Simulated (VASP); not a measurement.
Wanted: the native input for a VASP 6.6.1 run.

| Quantity | Value |
| --- | --- |
| Task | single point |
| Functional | r2SCAN |
| Potentials or basis | VASP PAW PBE potentials, release 64 (Te, Mo_sv) |
| Cutoff | 520 eV |
| k mesh | 12 × 12 × 4 |
| Occupations | gaussian, width 0.01 eV |
| Spin | no spin polarisation |
| Dipole correction | no |
| Further INCAR settings | ALGO = Normal; EDIFF = 1e-06; NBANDS = 20 |

The system is Te2Mo.

```
Te Mo
1.0
     3.61845    0.00000    0.00000
    -1.80922    3.13367    0.00000
     0.00000    0.00000    7.82691
Te Mo
2 1
Cartesian
  0.0000 2.0891 6.0589
  0.0000 2.0891 1.7680
  0.0000 0.0000 0.0000
```

This cell differs from its parent crystal: biaxial xy strain +2.3%.

These files were run (other wordings do the same):

POSCAR

```
Te2Mo
1.0
    3.6184478960      0.0000000000      0.0000000000
   -1.8092239480      3.1336678002      0.0000000000
    0.0000000000      0.0000000000      7.8269141206
Te Mo
2 1
Direct
    0.3333333333      0.6666666667      0.7741131127
    0.3333333333      0.6666666667      0.2258868873
    0.0000000000      0.0000000000      0.0000000000
```

INCAR.step1

```
PREC     = Accurate       # precision mode
ENCUT    = 520            # plane-wave cutoff, eV
ISMEAR   = 0              # smearing method
SIGMA    = 0.01           # smearing width, eV
LREAL    = False          # projectors in reciprocal space
LASPH    = True           # aspherical terms in the spheres
NELM     = 60             # most SCF steps
NBANDS   = 20             # bands
GGA      = PE             # functional
ALGO     = Normal         # electronic algorithm
EDIFF    = 1E-4           # SCF threshold, eV
LWAVE    = True           # write WAVECAR
LCHARG   = False          # write CHGCAR
```

INCAR.step2

```
PREC     = Accurate       # precision mode
ENCUT    = 520            # plane-wave cutoff, eV
EDIFF    = 1E-6           # SCF threshold, eV
ISMEAR   = 0              # smearing method
SIGMA    = 0.01           # smearing width, eV
LREAL    = False          # projectors in reciprocal space
LASPH    = True           # aspherical terms in the spheres
NELM     = 60             # most SCF steps
ALGO     = Normal         # electronic algorithm
ISIF     = 2              # what is computed and relaxed
LWAVE    = False          # write WAVECAR
LCHARG   = True           # write CHGCAR
METAGGA  = R2SCAN         # meta-GGA
LMIXTAU  = True         
LELF     = True           # ELF
LVHAR    = True         
NBANDS   = 20             # bands
ISTART   = 1
```

KPOINTS

```
regular mesh
0
Gamma
  12 12 4
```

Potentials or basis: VASP PAW PBE potentials, release 64 (Te, Mo_sv).

Command:

```console
$ cat potpaw_PBE.64/Te/POTCAR potpaw_PBE.64/Mo_sv/POTCAR > POTCAR
$ cp INCAR.step1 INCAR
$ mpirun -np 1 vasp_std > vasp.out
$ cp INCAR.step2 INCAR
$ mpirun -np 1 vasp_std > vasp.out
```

It gave:

```yaml
Pressure: -1.0 GPa
Largest_force: 0.013 eV/Å
Band_gap_on_the_k_mesh: 0.91 eV, indirect (least direct gap 0.97 eV)
```

Caveat: the cell differs from its parent crystal (biaxial xy strain +2.3%); the PAW data sets were made with another functional, which shifts forces and pressure a little; spin-orbit coupling is left out, which moves the levels of the heavy elements.

It took 2.7 min on 1 thread of Intel(R) Xeon(R) 6975P-C (Granite Rapids), with other jobs on the host, peak memory 0.28 GiB.
